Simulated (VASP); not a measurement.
## PbO (Litharge): single point with PBE

PbO (Litharge):

```xyz
4
Lattice="4.0562 0.0000 0.0000 0.0000 4.0562 0.0000 0.0000 0.0000 5.6157" Properties=species:S:1:pos:R:3 pbc="T T T"
Pb    0.0000    2.0281    1.1902
Pb    2.0281    0.0000    4.4254
O     0.0000    0.0000    0.0000
O     2.0281    2.0281    0.0000
```

```json
{"Program": "VASP 6.6.1", "Task": "single point", "Functional": "PBE", "Potentials or basis": "VASP PAW PBE potentials, release 64 (Pb_d, O)", "Cutoff": "520 eV", "k mesh": "5 × 5 × 4", "Occupations": "fermi-dirac, width 0.05 eV", "Spin": "no spin polarisation"}
```

```yaml
Pressure: 0.1 GPa
Largest_force: 0.039 eV/Å
Band_gap_on_the_k_mesh: 1.81 eV, indirect (least direct gap 1.89 eV)
```

Forces on the atoms (eV/Å):
```
Pb   0.000  0.000  0.039
Pb   0.000  0.000 -0.039
O    0.000  0.000  0.000
O    0.000  0.000  0.000
```

Levels at points of the mesh, in eV from the valence-band top:
| k point | band 18 | band 19 | band 20 | band 21 | band 22 | band 23 |
| --- | --- | --- | --- | --- | --- | --- |
| (0.00, 0.00, 0.00) | -1.44 | -1.44 | 0.00 | 1.89 | 4.45 | 6.00 |
| (0.00, 0.00, 0.50) | -1.46 | -1.46 | -0.74 | 1.81 | 4.28 | 4.55 |

It took 56 s on 1 thread of Intel(R) Xeon(R) Platinum 8375C CPU @ 2.90GHz (Ice Lake), with other jobs on the host, peak memory 0.2 GiB.

Caveat: spin-orbit coupling is left out, which moves the levels of the heavy elements. A k mesh can miss the band edges.
